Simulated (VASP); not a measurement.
A run of VASP 6.6.1:

The input INCAR:

```
ALGO = Fast
EDIFF = 1E-7
EDIFFG = -0.01
ENCUT = 600
GGA = PE
IBRION = 2
ISIF = 4
ISMEAR = 0
LASPH = True
LCHARG = False
LREAL = False
LWAVE = False
NELM = 100
NSW = 60
PREC = Accurate
SIGMA = 0.05
```

The input KPOINTS:

```
k-points
0
Gamma
  18 18 10
```

Contents of POSCAR:

```
Hf
1.0
    2.9666631241      0.0000000000      0.0000000000
   -1.4833315620      2.5692056299      0.0000000000
    0.0000000000      0.0000000000      4.7319584522
Hf
2
Direct
    0.3333333333      0.6666666667      0.2500000000
    0.6666666667      0.3333333333      0.7500000000
```

Potentials or basis: VASP PAW PBE potentials, release 64 (Hf_pv).

Command:

```bash
$ cat potpaw_PBE.64/Hf_pv/POTCAR > POTCAR
$ mpirun -np 1 vasp_std > vasp.out
```

Hardware: 1 thread of Intel(R) Xeon(R) Platinum 8488C (Sapphire Rapids) (shared host).

Estimate the wall time of this run.

It took 2.2 min on 1 thread of Intel(R) Xeon(R) Platinum 8488C (Sapphire Rapids), on a shared host, peak memory 0.25 GiB. Counts: scf iterations 22, k points 222, ion steps 2.
